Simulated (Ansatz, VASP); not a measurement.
**C19O: VASP beside Ansatz**

```xyz
20
Lattice="7.3980 0.0000 0.0000 -3.6990 6.4069 0.0000 0.0000 0.0000 12.0000" Properties=species:S:1:pos:R:3 pbc="T T T"
C    -0.0259    0.0719    0.7368
C     1.2221    0.7924    0.7368
C    -1.2501    2.2198    0.7371
C    -0.0260    2.9266    0.7370
C    -2.4768    4.3416    0.7362
C    -1.2501    5.0498    0.7360
C     2.4489    0.0840    0.7364
C     3.6729    0.7908    0.7367
C     1.2220    2.2059    0.7369
C     2.4490    2.9143    0.7368
C    -0.0262    4.3433    0.7364
C     1.2220    5.0637    0.7366
C     4.9210    0.0702    0.7368
C     6.1480    0.7786    0.7369
C     3.6730    2.2076    0.7368
C     4.9210    2.9283    0.7368
C     2.4490    4.3554    0.7367
C     3.6731    5.0620    0.7365
C    -1.1618    3.2800    4.3749
O    -0.9495    2.3596    5.0049
```

Alike in both runs: functional PBE; k mesh 2 × 2 × 1; occupations gaussian, width 0.02 eV; no spin polarisation.

Ansatz relaxed the structure, and its values are those at the end. VASP's run is a single point on that final structure, the one shown.

|  | VASP | Ansatz |
| --- | --- | --- |
| version | VASP 6.6.1 | Ansatz 0.2.0 |
| potentials or method | VASP PAW PBE potentials, release 64 (C, O), cutoff 520 eV | scalar-relativistic, plane waves, PAW |
| valence electrons in the cell | 82 | 82 |

|  | VASP | Ansatz | Ansatz less VASP |
| --- | --- | --- | --- |
| rms of the force components (eV/Å) | 0.171 | 0.002 | -0.1691 |

One of these differences is far larger than is usual between the two programs; its cause wasn't traced.

The k mesh is coarse, so the values compare programs but aren't converged. Noted on VASP's run: the standard files for N, O and F lose accuracy on very short bonds.
